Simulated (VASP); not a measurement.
# SnSe2 (CdI2 type) (P-3m1) in VASP: notebook

Runs on SnSe2 (CdI2 type). Level: PBE. Tasks: electric field gradients.

All numbers are computed with VASP 6.6.1; they aren't measurements. Logs are shortened: lines on timing, memory, paths and dates and some standing lists are left out, and cuts for length are marked.

## Step 1: The cell of the first run

The structure is trigonal, space group P-3m1 (No. 164). The conventional cell has a = 3.872 Å, b = 3.872 Å, c = 6.994 Å, α = 90.00°, β = 90.00°, γ = 120.00°. Sn (site symmetry -3m) has 6 Se at 2.75 Å within 3.6 Å. Se (site symmetry 3m) has 3 Sn at 2.75 Å within 3.6 Å.

## Step 2: Electric field gradients, PBE

INCAR reads:

```
SYSTEM = SnSe2
PREC     = Accurate       ! precision mode
ENCUT    = 520            ! plane-wave cutoff, eV
EDIFF    = 1E-8           ! SCF threshold, eV
ISMEAR   = -1             ! smearing method
SIGMA    = 0.05           ! smearing width, eV
LREAL    = .FALSE.        ! projectors in reciprocal space
LASPH    = .TRUE.         ! aspherical terms in the spheres
NELM     = 80             ! most SCF steps
ALGO     = Normal         ! electronic algorithm
ISIF     = 2              ! what is computed and relaxed
LWAVE    = .FALSE.        ! write WAVECAR
LCHARG   = .FALSE.        ! write CHGCAR
GGA      = PE             ! functional
LEFG     = .TRUE.       
NBANDS   = 20             ! bands
```

KPOINTS reads:

```
Automatic mesh
0
G
  11 11 6
  0 0 0
```

POSCAR reads:

```
SnSe2
1.0
    3.8716464154      0.0000000000      0.0000000000
   -1.9358232077      3.3529441503      0.0000000000
    0.0000000000      0.0000000000      6.9936419197
Sn Se
1 2
Direct
    0.0000000000      0.0000000000      0.0000000000
    0.3333333333      0.6666666667      0.2280098535
    0.6666666667      0.3333333333      0.7719901465
```

Potentials or basis: VASP PAW PBE potentials, release 64 (Sn_d, Se).

Command:

```
cat potpaw_PBE.64/Sn_d/POTCAR potpaw_PBE.64/Se/POTCAR > POTCAR
mpirun -np 1 vasp_std > vasp.out
```

OUTCAR:

```text
SYSTEM = SnSe2
   PREC = Accurate
   ENCUT = 520
   EDIFF = 1E-8
   ISMEAR = -1
   LREAL = .FALSE.
   LASPH = .TRUE.
   NELM = 80
   ISIF = 2
   GGA = PE

 ion  position               nearest neighbor table
   1  0.000  0.000  0.000-   2 2.75   3 2.75   3 2.75   2 2.75   3 2.75   2 2.75
   2  0.333  0.667  0.228-   1 2.75   1 2.75   1 2.75
   3  0.667  0.333  0.772-   1 2.75   1 2.75   1 2.75

  LATTYP: Found a hexagonal cell.
 ALAT       =     3.8716464154
 C/A-ratio  =     1.8063741286

  Lattice vectors:

 A1 = (   3.8716464154,   0.0000000000,   0.0000000000)
 A2 = (  -1.9358232077,   3.3529441503,   0.0000000000)
 A3 = (   0.0000000000,   0.0000000000,   6.9936419197)

Analysis of symmetry for initial positions (statically):
=====================================================================
 Subroutine PRICEL returns:
 Original cell was already a primitive cell.

 Routine SETGRP: Setting up the symmetry group for a
 hexagonal supercell.

 Subroutine GETGRP returns: Found 12 space group operations
 (whereof 12 operations were pure point group operations)
 out of a pool of 24 trial point group operations.

The static configuration has the point symmetry D_3d.

Analysis of symmetry for dynamics (positions and initial velocities):
=====================================================================
 Subroutine PRICEL returns:
 Original cell was already a primitive cell.

 Routine SETGRP: Setting up the symmetry group for a
 hexagonal supercell.

 Subroutine GETGRP returns: Found 12 space group operations
 (whereof 12 operations were pure point group operations)
 out of a pool of 24 trial point group operations.

The dynamic configuration has the point symmetry D_3d.

 Subroutine INISYM returns: Found 12 space group operations
 (whereof 12 operations are pure point group operations),
 and found     1 'primitive' translations

----------------------------------------------------------------------------------------

                                     Primitive cell

  volume of cell :      90.7874

  direct lattice vectors                    reciprocal lattice vectors
     3.871646415  0.000000000  0.000000000     0.258288049  0.149122675  0.000000000
[... 121 lines left out ...]
  volume of cell :       90.79
 maximum number of plane-waves:      2468
 NGX is ok and might be reduce to    30
   NGX = 15   NGY = 15   NGZ = 27

 number of electron      25.9999989 magnetization

 Free energy of the ion-electron system (eV)
  ---------------------------------------------------
  ext. energy  EPLUGINS =         0.00000000
  ---------------------------------------------------
  free energy    TOTEN  =       -11.87447661 eV

  energy without entropy =      -11.87443562  energy(sigma->0) =      -11.87445612

 E-fermi :   2.9349     XC(G=0):  -8.5879

 val. band max:        2.5326975503   @ k =   0.1818   0.0000   0.1667
 cond. band min:       3.2752029700   @ k =   0.0000   0.4545   0.3333
 fundamental gap:      0.7425054197
 Fermi energy:         2.9348658125

 k-point     1 :       0.0000    0.0000    0.0000
  band No.  band energies     occupation
      1     -18.5801      2.00000
      2     -18.5801      2.00000
      3     -18.5477      2.00000
      4     -18.5385      2.00000
      5     -18.5385      2.00000
      6     -10.8168      2.00000
[... 541 lines left out ...]
     19      11.8700      0.00000
     20      12.0528      0.00000

 [... further k-points ...]
[... 5 lines left out ...]
  --------------------------------------------------------------------------------------
  -------------------------------------------------------------------------------------
  Total        0.0285295      0.0285295      0.0365498     -0.0000000      0.0000000      0.0000000
  in kB        0.5034774      0.5034774      0.6450152     -0.0000000      0.0000000      0.0000000
  external PRESSURE =       0.5506567 kB  Pullay stress =       0.0000000 kB

 VOLUME and BASIS-vectors are now :
 -----------------------------------------------------------------------------
  energy-cutoff  :      520.00
  volume of cell :       90.79
      direct lattice vectors                 reciprocal lattice vectors
     3.871646415  0.000000000  0.000000000     0.258288049  0.149122675  0.000000000
    -1.935823208  3.352944150  0.000000000     0.000000000  0.298245350  0.000000000
     0.000000000  0.000000000  6.993641920     0.000000000  0.000000000  0.142987018

 POSITION                                       TOTAL-FORCE (eV/Angst)
 -----------------------------------------------------------------------------------
      0.00000      0.00000      0.00000        -0.000000      0.000000      0.000000
     -0.00000      2.23530      1.59462         0.000000      0.000000      0.013070
      1.93582      1.11765      5.39902         0.000000     -0.000000     -0.013070
 -----------------------------------------------------------------------------------
    total drift:                                0.000000      0.000000      0.000000

  FREE ENERGIE OF THE ION-ELECTRON SYSTEM (eV)
  ---------------------------------------------------
  free  energy   TOTEN  =       -11.8744766129 eV

  energy  without entropy=      -11.8744356178  energy(sigma->0) =      -11.87445612

 Electric field gradients (V/A^2)
---------------------------------------------------------------------
 ion       V_xx      V_yy      V_zz      V_xy      V_xz      V_yz
---------------------------------------------------------------------
   1       0.875     0.874    -1.750    -0.001    -0.000     0.000
   2      38.854    38.854   -77.708     0.000    -0.000     0.000
   3      38.854    38.854   -77.708     0.000    -0.000     0.000
---------------------------------------------------------------------

 Electric field gradients after diagonalization (V/A^2)
 (convention: |V_zz| > |V_xx| > |V_yy|)
----------------------------------------------------------------------
 ion       V_xx      V_yy      V_zz     asymmetry (V_yy - V_xx)/ V_zz
----------------------------------------------------------------------
   1       0.876     0.874    -1.750       0.001
   2      38.854    38.854   -77.708       0.000
   3      38.854    38.854   -77.708       0.000
----------------------------------------------------------------------

           NMR quadrupolar parameters

 Cq : quadrupolar parameter    Cq=e*Q*V_zz/h
 eta: asymmetry parameters     (V_yy - V_xx)/ V_zz
 Q  : nuclear electric quadrupole moment in mb (millibarn)
----------------------------------------------------------------------
 ion       Cq(MHz)       eta       Q (mb)
----------------------------------------------------------------------
   1      -0.004       0.001       1.000
   2      -0.188       0.000       1.000
   3      -0.188       0.000       1.000
----------------------------------------------------------------------
```

stdout:

```text
POSCAR found type information on POSCAR SnSe
 POSCAR found :  2 types and       3 ions
 scaLAPACK will be used
 LDA part: xc-table for (Slater+PW92), standard interpolation
 POSCAR, INCAR and KPOINTS ok, starting setup
 FFT: planning ... GRIDC
 FFT: planning ... GRID_SOFT
 FFT: planning ... GRID
 WAVECAR not read
 entering main loop
ion   1

ion   2

ion   3
```

Run time: 5.1 min. Hardware: 1 thread of Intel Xeon 8259CL, shared host; peak memory 0.31 GiB.

Results:

| Property | Result |
| --- | --- |
| Free energy | -11.8745 eV |
| Pressure | 0.1 GPa |
| Largest force | 0.013 eV/Å |
| Band gap on the k mesh | 0.74 eV, indirect (least direct gap 1.09 eV) |

Forces on the atoms (eV/Å):
```
Sn   0.000  0.000  0.000
Se   0.000  0.000  0.013
Se   0.000  0.000 -0.013
```

Electric field gradients, principal values (V/Å²):
| atom | least | middle | greatest (by size) |
| --- | --- | --- | --- |
| 1 Sn | 0.874 | 0.876 | -1.750 |
| 2 Se | 38.854 | 38.854 | -77.708 |
| 3 Se | 38.854 | 38.854 | -77.708 |

Caveat: without QUAD_EFG the Cq values of the log hold for a quadrupole moment of 1 mb, not for the nuclei; spin-orbit coupling is left out, which moves the levels of the heavy elements; this functional lacks dispersion, which binds the layers, so the pressure and a relaxed spacing across them are unreliable. A k mesh can miss the band edges.

## Step 3: Electric field gradients, PBE

INCAR reads:

```
ALGO = Normal ; EDIFF = 1E-8
ENCUT = 520 ; GGA = PE
ISIF = 2 ; ISMEAR = -1
LASPH = T ; LCHARG = F
LEFG = T ; LREAL = F
LWAVE = F ; NBANDS = 20
NELM = 100 ; PREC = Accurate
SIGMA = 0.05
```

KPOINTS reads:

```
k-points
0
Gamma
  11 11 6
```

POSCAR is that of step 2.

Potentials or basis: VASP PAW PBE potentials, release 64 (Sn_d, Se).

Command:

```
cat potpaw_PBE.64/Sn_d/POTCAR potpaw_PBE.64/Se/POTCAR > POTCAR
mpirun -np 1 vasp_std > vasp.out
```

OUTCAR:

```text
EDIFF = 1E-8
   ENCUT = 520
   GGA = PE
   ISIF = 2
   ISMEAR = -1
   LASPH = T
   LREAL = F
   NELM = 100
   PREC = Accurate

 ion  position               nearest neighbor table
   1  0.000  0.000  0.000-   2 2.75   3 2.75   3 2.75   2 2.75   3 2.75   2 2.75
   2  0.333  0.667  0.228-   1 2.75   1 2.75   1 2.75
   3  0.667  0.333  0.772-   1 2.75   1 2.75   1 2.75

  LATTYP: Found a hexagonal cell.
 ALAT       =     3.8716464154
 C/A-ratio  =     1.8063741286

  Lattice vectors:

 A1 = (   3.8716464154,   0.0000000000,   0.0000000000)
 A2 = (  -1.9358232077,   3.3529441503,   0.0000000000)
 A3 = (   0.0000000000,   0.0000000000,   6.9936419197)

Analysis of symmetry for initial positions (statically):
=====================================================================
 Subroutine PRICEL returns:
 Original cell was already a primitive cell.

 Routine SETGRP: Setting up the symmetry group for a
[... 748 lines left out ...]
     0.000000000  0.000000000  6.993641920     0.000000000  0.000000000  0.142987018

 POSITION                                       TOTAL-FORCE (eV/Angst)
 -----------------------------------------------------------------------------------
      0.00000      0.00000      0.00000        -0.000000      0.000000      0.000000
     -0.00000      2.23530      1.59462         0.000000      0.000000      0.013070
      1.93582      1.11765      5.39902         0.000000     -0.000000     -0.013070
 -----------------------------------------------------------------------------------
    total drift:                                0.000000      0.000000      0.000000

  FREE ENERGIE OF THE ION-ELECTRON SYSTEM (eV)
  ---------------------------------------------------
  free  energy   TOTEN  =       -11.8744766129 eV

  energy  without entropy=      -11.8744356178  energy(sigma->0) =      -11.87445612

 Electric field gradients (V/A^2)
---------------------------------------------------------------------
 ion       V_xx      V_yy      V_zz      V_xy      V_xz      V_yz
---------------------------------------------------------------------
   1       0.875     0.874    -1.750    -0.001    -0.000     0.000
   2      38.854    38.854   -77.708     0.000    -0.000     0.000
   3      38.854    38.854   -77.708     0.000    -0.000     0.000
---------------------------------------------------------------------

 Electric field gradients after diagonalization (V/A^2)
 (convention: |V_zz| > |V_xx| > |V_yy|)
----------------------------------------------------------------------
 ion       V_xx      V_yy      V_zz     asymmetry (V_yy - V_xx)/ V_zz
----------------------------------------------------------------------
   1       0.876     0.874    -1.750       0.001
   2      38.854    38.854   -77.708       0.000
   3      38.854    38.854   -77.708       0.000
----------------------------------------------------------------------

           NMR quadrupolar parameters

 Cq : quadrupolar parameter    Cq=e*Q*V_zz/h
 eta: asymmetry parameters     (V_yy - V_xx)/ V_zz
 Q  : nuclear electric quadrupole moment in mb (millibarn)
----------------------------------------------------------------------
 ion       Cq(MHz)       eta       Q (mb)
----------------------------------------------------------------------
   1      -0.004       0.001       1.000
   2      -0.188       0.000       1.000
   3      -0.188       0.000       1.000
----------------------------------------------------------------------
```

stdout:

```text
POSCAR found type information on POSCAR SnSe
 POSCAR found :  2 types and       3 ions
 scaLAPACK will be used
 LDA part: xc-table for (Slater+PW92), standard interpolation
 POSCAR, INCAR and KPOINTS ok, starting setup
 FFT: planning ... GRIDC
 FFT: planning ... GRID_SOFT
 FFT: planning ... GRID
 WAVECAR not read
 entering main loop
ion   1

ion   2

ion   3
```

Run time: 4.9 min. Hardware: 1 thread of Intel Xeon 8259CL, shared host; peak memory 0.31 GiB.

Results:

```yaml
Free_energy: -11.8745 eV
Pressure: 0.1 GPa
Largest_force: 0.013 eV/Å
Band_gap_on_the_k_mesh: 0.74 eV, indirect (least direct gap 1.09 eV)
```

Forces on the atoms (eV/Å):
```
Sn   0.000  0.000  0.000
Se   0.000  0.000  0.013
Se   0.000  0.000 -0.013
```

Electric field gradients, principal values (V/Å²):
| atom | least | middle | greatest (by size) |
| --- | --- | --- | --- |
| 1 Sn | 0.874 | 0.876 | -1.750 |
| 2 Se | 38.854 | 38.854 | -77.708 |
| 3 Se | 38.854 | 38.854 | -77.708 |

Caveat: without QUAD_EFG the Cq values of the log hold for a quadrupole moment of 1 mb, not for the nuclei; spin-orbit coupling is left out, which moves the levels of the heavy elements; this functional lacks dispersion, which binds the layers, so the pressure and a relaxed spacing across them are unreliable. A k mesh can miss the band edges.
